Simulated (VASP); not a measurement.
A run of VASP 6.6.1:

INCAR

```
PREC = Accurate
ENCUT = 520
EDIFF = 1E-7
ISMEAR = 0
SIGMA = 0.05
LREAL = F
LASPH = T
NELM = 60
ALGO = Normal
ISIF = 2
LWAVE = F
LCHARG = F
GGA = PS
NBANDS = 12
```

The input KPOINTS:

```
regular mesh
0
Gamma
  8 8 8
```

The input POSCAR:

```
LiCl
1.0
    0.0000000000      2.6929980000      2.4365220000
    2.6929980000      0.0000000000      2.4365220000
    2.6929980000      2.6929980000      0.0000000000
Li Cl
1 1
Direct
    0.0000000000      0.0000000000      0.0000000000
    0.5000000000      0.5000000000      0.5000000000
```

Potentials or basis: VASP PAW PBE potentials, release 64 (Li_sv, Cl).

Command:

```bash
$ cat potpaw_PBE.64/Li_sv/POTCAR potpaw_PBE.64/Cl/POTCAR > POTCAR
$ mpirun -np 1 vasp_std > vasp.out
```

Hardware: 1 thread of Intel Xeon 8259CL (shared host).

**Question.** How long does it take, and how much memory?

**Answer.** Run time: 34 s on 1 thread of Intel Xeon 8259CL, on a shared host, peak memory 0.16 GiB. Counts: scf iterations 13, k points 59.
